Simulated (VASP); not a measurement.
# Si40H18O in VASP: a series of runs

Runs on Si40H18O. Level: PBE+D3(BJ). Tasks: single point.

Everything below comes from runs of VASP 6.6.1. Logs are shortened: lines on timing, memory, paths and dates and some standing lists are left out, and cuts for length are marked.

### 1 The cell of the first run

The cell holds a slab with vacuum, 59 atoms: a = 7.679 Å, b = 15.358 Å, c = 21.256 Å, α = 90.00°, β = 90.00°, γ = 90.00°.

### 2 Single point, PBE+D3(BJ)

The input, INCAR:

```
SYSTEM = Si40H18O
PREC = Accurate ; ENCUT = 520
EDIFF = 1E-7 ; ISMEAR = -1
SIGMA = 0.02 ; LREAL = Auto
LASPH = .True. ; NELM = 100
ALGO = Normal ; ISIF = 2
LWAVE = .False. ; LCHARG = .False.
GGA = PE ; IVDW = 12
NBANDS = 127
```

The input, KPOINTS:

```
regular mesh
0
Gamma
  1 1 1
  0 0 0
```

The input, POSCAR:

```
Si40H18O
1.0
    7.6791800000      0.0000000000      0.0000000000
    0.0000000000     15.3583590000      0.0000000000
    0.0000000000      0.0000000000     21.2555000000
H Si O
18 40 1
Direct
    0.4093926695      0.0000000000      0.0470466468
    0.0906086327      0.0000000000      0.0470466468
    0.9093939718      0.0000000000      0.0470466468
    0.5906099349      0.0000000000      0.0470466468
    0.4093926695      0.2500006674      0.0470466468
    0.0906086327      0.2500006674      0.0470466468
    0.9093939718      0.2500006674      0.0470466468
    0.5906099349      0.2500006674      0.0470466468
    0.4093926695      0.5000013348      0.0470466468
    0.0906086327      0.5000013348      0.0470466468
    0.9093939718      0.5000013348      0.0470466468
    0.5906099349      0.5000013348      0.0470466468
    0.4093926695      0.7500020022      0.0470466468
    0.0906086327      0.7500020022      0.0470466468
    0.9093939718      0.7500020022      0.0470466468
    0.5906099349      0.7500020022      0.0470466468
    0.5600077092      0.1434723593      0.4513184823
    0.4934901904      0.0953812839      0.3922278940
    0.2500006511      0.0000000000      0.0877655195
    0.7500019533      0.0000000000      0.0877655195
    0.2500006511      0.2500006674      0.0877655195
    0.7500019533      0.2500006674      0.0877655195
    0.2500006511      0.5000013348      0.0877655195
    0.7500019533      0.5000013348      0.0877655195
    0.2500006511      0.7500020022      0.0877655195
    0.7500019533      0.7500020022      0.0877655195
    0.2509773179      0.1254300671      0.1472324810
    0.7497154644      0.1260160672      0.1475100562
    0.2501569178      0.3773905793      0.1584389923
    0.7498587089      0.3775012682      0.1581802357
    0.2500006511      0.6252556019      0.1471760250
    0.7500149756      0.6252946685      0.1471289784
    0.2500527400      0.8772551807      0.1583543083
    0.7493378199      0.8767994029      0.1579638211
   -0.0004036889      0.1271620230      0.2052739291
    0.5007175245      0.1266997340      0.2056644163
   -0.0001823111      0.3773059348      0.2220978100
    0.5001575689      0.3769999126      0.2222201313
    0.0000130222      0.6272089355      0.2055985510
    0.5000143244      0.6272545133      0.2055891416
   -0.0008724890      0.8751325581      0.2210863071
    0.5002226800      0.8763436250      0.2221166286
   -0.0083993343      0.0075203347      0.2706828821
    0.5006654356      0.0088225571      0.2732092870
   -0.0018491558      0.2475655114      0.2760226765
    0.5009649468      0.2473311114      0.2760791325
   -0.0000651111      0.5092731587      0.2737315048
    0.5000273467      0.5092731587      0.2736656395
    0.0000390667      0.7477361351      0.2762061584
    0.4998841022      0.7476645129      0.2762390911
    0.2432030503      0.0401279850      0.3223589189
    0.7512911535      0.0425956966      0.3260756040
    0.2487505176      0.1858987669      0.3032720943
    0.7505228423      0.1881060340      0.3070546447
    0.2499615844      0.5420631202      0.3276328480
    0.7499889311      0.5420696313      0.3278492625
    0.2498964733      0.6869418797      0.3048434523
    0.7500540422      0.6868246796      0.3045047164
    0.5531059306      0.1485510268      0.4056926443
```

Potentials or basis: VASP PAW PBE potentials, release 64 (H, Si, O).

Launch:

```sh
$ cat potpaw_PBE.64/H/POTCAR potpaw_PBE.64/Si/POTCAR potpaw_PBE.64/O/POTCAR > POTCAR
$ mpirun -np 1 vasp_gam > vasp.out
```

OUTCAR:

```text
SYSTEM = Si40H18O
   PREC = Accurate
   ENCUT = 520
   EDIFF = 1E-7
   ISMEAR = -1
   LREAL = Auto
   LASPH = .True.
   NELM = 100
   ISIF = 2
   GGA = PE
   IVDW = 12
 IVDW          = 12

 ion  position               nearest neighbor table
   1  0.409  0.000  0.047-  19 1.50
   2  0.091  0.000  0.047-  19 1.50
   3  0.909  0.000  0.047-  20 1.50
   4  0.591  0.000  0.047-  20 1.50
   5  0.409  0.250  0.047-  21 1.50
   6  0.091  0.250  0.047-  21 1.50
[... 10 lines left out ...]
  17  0.560  0.143  0.451-  59 0.97
  18  0.493  0.095  0.392-  59 0.98
  19  0.250  0.000  0.088-   1 1.50   2 1.50  27 2.30  33 2.41
  20  0.750  0.000  0.088-   4 1.50   3 1.50  28 2.31  34 2.41
  21  0.250  0.250  0.088-   5 1.50   6 1.50  27 2.29  29 2.47
  22  0.750  0.250  0.088-   8 1.50   7 1.50  28 2.29  30 2.46
  23  0.250  0.500  0.088-   9 1.50  10 1.50  31 2.30  29 2.41
  24  0.750  0.500  0.088-  12 1.50  11 1.50  32 2.30  30 2.40
[... 8 lines left out ...]
  33  0.250  0.877  0.158-  41 2.34  42 2.35  19 2.41  25 2.46
  34  0.749  0.877  0.158-  41 2.34  42 2.35  20 2.41  26 2.45
  35  1.000  0.127  0.205-  28 2.28  27 2.29  43 2.31  45 2.38  53 2.97  54 3.04
  36  0.501  0.127  0.206-  28 2.28  27 2.28  44 2.31  46 2.38  53 2.98  54 3.04
  37  1.000  0.377  0.222-  45 2.30  47 2.30  29 2.35  30 2.35
  38  0.500  0.377  0.222-  46 2.30  48 2.31  29 2.35  30 2.35
  39  0.000  0.627  0.206-  31 2.29  32 2.29  47 2.32  49 2.38  58 2.99  57 3.00
  40  0.500  0.627  0.206-  31 2.29  32 2.29  48 2.32  50 2.38  58 2.99  57 3.00
  41  0.999  0.875  0.221-  49 2.28  43 2.29  34 2.34  33 2.34
  42  0.500  0.876  0.222-  50 2.29  44 2.31  34 2.35  33 2.35
  43  0.992  0.008  0.271-  52 2.25  51 2.28  41 2.29  35 2.31
  44  0.501  0.009  0.273-  51 2.29  52 2.29  42 2.31  36 2.31
  45  0.998  0.248  0.276-  54 2.21  53 2.22  37 2.30  35 2.38
  46  0.501  0.247  0.276-  54 2.22  53 2.23  38 2.30  36 2.38
  47  1.000  0.509  0.274-  55 2.29  56 2.29  37 2.30  39 2.32
  48  0.500  0.509  0.274-  55 2.29  56 2.29  38 2.31  40 2.32
  49  0.000  0.748  0.276-  58 2.22  57 2.22  41 2.28  39 2.38
  50  0.500  0.748  0.276-  57 2.22  58 2.22  42 2.29  40 2.38
  51  0.243  0.040  0.322-  53 2.28  43 2.28  44 2.29
  52  0.751  0.043  0.326-  43 2.25  54 2.27  44 2.29
  53  0.249  0.186  0.303-  45 2.22  46 2.23  51 2.28  35 2.97  36 2.98
  54  0.751  0.188  0.307-  45 2.21  46 2.22  52 2.27  36 3.04  35 3.04
  55  0.250  0.542  0.328-  57 2.28  47 2.29  48 2.29
  56  0.750  0.542  0.328-  58 2.28  47 2.29  48 2.29
  57  0.250  0.687  0.305-  49 2.22  50 2.22  55 2.28  39 3.00  40 3.00
  58  0.750  0.687  0.305-  49 2.22  50 2.22  56 2.28  39 2.99  40 2.99
  59  0.553  0.149  0.406-  17 0.97  18 0.98

  LATTYP: Found a simple orthorhombic cell.
 ALAT       =     7.6791800000
 B/A-ratio  =     1.9999998698
 C/A-ratio  =     2.7679387643

  Lattice vectors:

 A1 = (   7.6791800000,   0.0000000000,   0.0000000000)
 A2 = (   0.0000000000,  15.3583590000,   0.0000000000)
 A3 = (   0.0000000000,   0.0000000000,  21.2555000000)

Analysis of symmetry for initial positions (statically):
=====================================================================
 Subroutine PRICEL returns:
 Original cell was already a primitive cell.

 Routine SETGRP: Setting up the symmetry group for a
 simple orthorhombic supercell.

 Subroutine GETGRP returns: Found  1 space group operations
 (whereof  1 operations were pure point group operations)
 out of a pool of  8 trial point group operations.

The static configuration has the point symmetry C_1 .

Analysis of symmetry for dynamics (positions and initial velocities):
=====================================================================
 Subroutine PRICEL returns:
 Original cell was already a primitive cell.

 Routine SETGRP: Setting up the symmetry group for a
 simple orthorhombic supercell.

 Subroutine GETGRP returns: Found  1 space group operations
 (whereof  1 operations were pure point group operations)
 out of a pool of  8 trial point group operations.

The dynamic configuration has the point symmetry C_1 .

 Subroutine INISYM returns: Found  1 space group operations
 (whereof  1 operations are pure point group operations),
 and found     1 'primitive' translations

----------------------------------------------------------------------------------------

                                     Primitive cell

  volume of cell :    2506.8652

  direct lattice vectors                    reciprocal lattice vectors
     7.679180000  0.000000000  0.000000000     0.130222237  0.000000000  0.000000000
     0.000000000 15.358359000  0.000000000     0.000000000  0.065111123  0.000000000
     0.000000000  0.000000000 21.255500000     0.000000000  0.000000000  0.047046647

  length of vectors
     7.679180000 15.358359000 21.255500000     0.130222237  0.065111123  0.047046647

  position of ions in fractional coordinates (direct lattice)
     0.409392670  0.000000000  0.047046647
     0.090608633  0.000000000  0.047046647
     0.909393972  0.000000000  0.047046647
     0.590609935  0.000000000  0.047046647
     0.409392670  0.250000667  0.047046647
     0.090608633  0.250000667  0.047046647
[... 51 lines left out ...]
     0.750054042  0.686824680  0.304504716
     0.553105931  0.148551027  0.405692644

  ion indices of the primitive-cell ions
   primitive index   ion index
                 1           1
                 2           2
                 3           3
                 4           4
                 5           5
                 6           6
[... 51 lines left out ...]
                58          58
                59          59

----------------------------------------------------------------------------------------

 KPOINTS: regular mesh

Automatic generation of k-mesh.
 Grid dimensions read from file:
 generate k-points for:    1    1    1

 Generating k-lattice:

  Cartesian coordinates                     Fractional coordinates (reciprocal lattice)
     0.130222237  0.000000000  0.000000000     1.000000000  0.000000000  0.000000000
     0.000000000  0.065111123  0.000000000     0.000000000  1.000000000  0.000000000
     0.000000000  0.000000000  0.047046647     0.000000000  0.000000000  1.000000000

  Length of vectors
     0.130222237  0.065111123  0.047046647

  Shift w.r.t. Gamma in fractional coordinates (k-lattice)
     0.000000000  0.000000000  0.000000000

 Subroutine IBZKPT returns following result:
 ===========================================

 Found      1 irreducible k-points:

 Following reciprocal coordinates:
            Coordinates               Weight
  0.000000  0.000000  0.000000      1.000000
   k-points           NKPTS =      1   k-points in BZ     NKDIM =      1   number of bands    NBANDS=    127
   number of dos      NEDOS =    301   number of ions     NIONS =     59
   total plane-waves  NPLWV = ******
   dimension x,y,z NGX =    60 NGY =  120 NGZ =  160
   dimension x,y,z NGXF=   120 NGYF=  240 NGZF=  320
   ions per type =              18  40   1
   NGX,Y,Z   is equivalent  to a cutoff of  12.99, 12.99, 12.51 a.u.
   NGXF,Y,Z  is equivalent  to a cutoff of  25.98, 25.98, 25.03 a.u.
 SYSTEM =  Si40H18O
   PREC   = accura    normal or accurate (medium, high low for compatibility)
   ISTART =      0    job   : 0-new  1-cont  2-samecut
   ICHARG =      2    charge: 1-file 2-atom 10-const
   ISPIN  =      1    spin polarized calculation?
   LNONCOLLINEAR =      F non collinear calculations
   LSORBIT =      F    spin-orbit coupling
   LASPH  =      T    aspherical Exc in radial PAW
   ENCUT  =  520.0 eV  38.22 Ry    6.18 a.u.  14.28 28.56 39.52*2*pi/ulx,y,z
   NELM   =    100;   NELMIN=  2; NELMDL= -5     # of ELM steps
   EDIFF  = 0.1E-06   stopping-criterion for ELM
   LREAL  =      T    real-space projection
   EDIFFG = 0.1E-05   stopping-criterion for IOM
   NSW    =      0    number of steps for IOM
   IBRION =     -1    ionic relax: 0-MD 1-quasi-New 2-CG
   NFREE  =      0    steps in history (QN), initial steepest desc. (CG)
   ISIF   =      2    stress and relaxation
   ISYM   =      2    0-nonsym 1-usesym 2-fastsym
   POTIM  = 0.5000    time-step for ionic-motion
   TEBEG  =    0.0;   TEEND  =   0.0 temperature during run
   PSTRESS=    0.0 pullay stress
   NELECT =     184.0000    total number of electrons
   NUPDOWN=      -1.0000    fix difference up-down
   EMIN   =  10.00;   EMAX   =-10.00  energy-range for DOS
   EFERMI =   0.00;   METHOD = LEGACY
   ISMEAR =    -1;   SIGMA  =   0.02  broadening in eV -4-tet -1-fermi 0-gaus
   EFERMI_NEDOS =   21; number of points for ismear=-14 and -15
   IALGO  =     38    algorithm
   IMIX   =      4    mixing-type and parameters
     AMIX     =   0.40;   BMIX     =  1.00
     AMIX_MAG =   1.60;   BMIX_MAG =  1.00
  volume/ion in A,a.u.               =      42.49       286.73
  Fermi-wavevector in a.u.,A,eV,Ry     =   0.685442  1.295297  6.392427  0.469830
  Thomas-Fermi vector in A             =   1.765384
   LORBIT       =      0    0 simple, 1 ext, 2 COOP (PROOUT), +10 PAW based schemes
   GGA     = PE    functional components
   LHFCALC =     F    Hartree Fock is set to
   AEXX    =    0.0000 exact exchange contribution
   IVDW    =    12    specifies the selected vdW correction
   LEPSILON=     F    determine dielectric tensor
   LRPA    =     F    only Hartree local field effects (RPA)
 non-spin polarized calculation
  energy-cutoff  :      520.00
  volume of cell :     2506.87
 maximum number of plane-waves:     33790
 NGX is ok and might be reduce to    60
   NGX = 29   NGY = 57   NGZ = 79

 number of electron     184.0000000 magnetization

 Free energy of the ion-electron system (eV)
  ---------------------------------------------------
  ext. energy  EPLUGINS =         0.00000000
  ---------------------------------------------------
  free energy    TOTEN  =      -262.51066687 eV

  energy without entropy =     -262.51066083  energy(sigma->0) =     -262.51066385

 E-fermi :  -0.9666     XC(G=0):  -3.8914

 val. band max:       -1.2079062749   @ k =   0.0000   0.0000   0.0000
 cond. band min:      -0.7253046135   @ k =   0.0000   0.0000   0.0000
 fundamental gap:      0.4826016614
 Fermi energy:        -0.9665644350

 k-point     1 :       0.0000    0.0000    0.0000
  band No.  band energies     occupation
      1     -22.6313      2.00000
      2     -13.0422      2.00000
      3     -12.8070      2.00000
      4     -12.0147      2.00000
      5     -11.5742      2.00000
      6     -11.2696      2.00000
[... 96 lines left out ...]
    103       0.9486      0.00000
    104       1.0075      0.00000
 [bands above 104 left out]

------------------------ aborting loop because EDIFF is reached ----------------------------------------

 Edisp (eV)  -10.46967

 E8    (eV) :    -4.3716

  FORCE on cell =-STRESS in cart. coord.  units (eV):
  Direction    XX          YY          ZZ          XY          YZ          ZX
  --------------------------------------------------------------------------------------
  -------------------------------------------------------------------------------------
  Total     105.19152    -0.30749    -2.46407    -0.84732    -6.80726    -0.45804
  in kB      67.22957    -0.19652    -1.57483    -0.54153    -4.35063    -0.29274
  external pressure =       21.82 kB  Pullay stress =        0.00 kB

 VOLUME and BASIS-vectors are now :
 -----------------------------------------------------------------------------
  energy-cutoff  :      520.00
  volume of cell :     2506.87
      direct lattice vectors                 reciprocal lattice vectors
     7.679180000  0.000000000  0.000000000     0.130222237  0.000000000  0.000000000
     0.000000000 15.358359000  0.000000000     0.000000000  0.065111123  0.000000000
     0.000000000  0.000000000 21.255500000     0.000000000  0.000000000  0.047046647

 POSITION                                       TOTAL-FORCE (eV/Angst)
 -----------------------------------------------------------------------------------
      3.14380      0.00000      1.00000        -0.910736     -0.091744      0.161921
      0.69580      0.00000      1.00000         0.926424     -0.104678      0.153807
      6.98340      0.00000      1.00000        -0.933454     -0.115574      0.146105
      4.53540      0.00000      1.00000         0.921997     -0.103585      0.147983
      3.14380      3.83960      1.00000        -0.985191      0.146212      0.117407
      0.69580      3.83960      1.00000         0.987860      0.139283      0.127113
[... 51 lines left out ...]
      5.75980     10.54850      6.47240        -0.007855     -1.021841      0.215491
      4.24740      2.28150      8.62320        -0.189938      0.534903      0.801109
 -----------------------------------------------------------------------------------
    total drift:                               -0.007160      0.019825     -0.007625

  FREE ENERGIE OF THE ION-ELECTRON SYSTEM (eV)
  ---------------------------------------------------
  free  energy   TOTEN  =      -272.9803330239 eV

  energy  without entropy=     -272.9803269878  energy(sigma->0) =     -272.98033001
```

Run time: 28 min. Hardware: 1 thread of Intel Xeon Platinum 8488C (Sapphire Rapids), shared host; peak memory 1.8 GiB.

What came out:

```yaml
Free_energy: -272.9803 eV
Largest_force: 1.044 eV/Å
Band_gap_on_the_k_mesh: 0.48 eV
Dispersion_energy_per_atom: -0.177 eV
```

Forces in eV/Å, atoms in the order of the input:
```
H   -0.911 -0.092  0.162
H    0.926 -0.105  0.154
H   -0.933 -0.116  0.146
H    0.922 -0.104  0.148
H   -0.985  0.146  0.117
H    0.988  0.139  0.127
H   -0.990  0.143  0.123
H    0.986  0.149  0.116
H   -0.929 -0.110  0.152
H    0.929 -0.108  0.151
H   -0.928 -0.105  0.150
H    0.931 -0.103  0.149
H   -0.988  0.124  0.117
H    0.989  0.135  0.124
H   -0.990  0.134  0.123
H    0.990  0.117  0.113
H    0.068  0.077  0.160
H   -0.257 -0.172 -0.084
Si  -0.037 -0.351  0.159
Si   0.013 -0.249  0.182
Si   0.011  0.677  0.057
Si  -0.016  0.703  0.023
Si  -0.006 -0.350  0.103
Si  -0.003 -0.340  0.083
Si   0.025  0.690  0.033
Si  -0.033  0.664 -0.002
Si  -0.003  0.293  0.261
Si  -0.015  0.080  0.095
Si   0.002 -0.471 -0.732
Si   0.003 -0.453 -0.703
Si   0.001  0.251  0.225
Si   0.000  0.245  0.239
Si   0.029 -0.504 -0.761
Si  -0.019 -0.478 -0.752
Si  -0.027  0.231  0.114
Si  -0.006  0.230  0.096
Si  -0.018  0.108 -0.782
Si  -0.004  0.116 -0.786
Si   0.001  0.165  0.140
Si  -0.002  0.170  0.133
Si   0.028  0.246 -0.852
Si  -0.002  0.265 -0.808
Si   0.186 -0.072  0.288
Si   0.050 -0.013  0.271
Si   0.202  0.191 -0.227
Si  -0.234  0.112 -0.324
Si  -0.012  0.077  0.439
Si   0.012  0.062  0.443
Si  -0.003 -0.003 -0.163
Si   0.005  0.043 -0.185
Si   0.090  0.274  0.202
Si   0.141 -0.182 -0.062
Si   0.032 -0.815  0.043
Si  -0.017 -0.932  0.039
Si   0.004  0.332  0.007
Si  -0.004  0.334 -0.003
Si   0.006 -1.008  0.206
Si  -0.008 -1.022  0.215
O   -0.190  0.535  0.801
```

Levels at points of the mesh, in eV from the valence-band top:
```tsv
k point	band 90	band 91	band 92	band 93	band 94	band 95
(0.00, 0.00, 0.00)	-0.15	-0.11	0.00	0.48	0.67	0.88
```

Caveat: the k points lie up to 0.82 Å⁻¹ apart.

(Continued in part 2 of 2.)
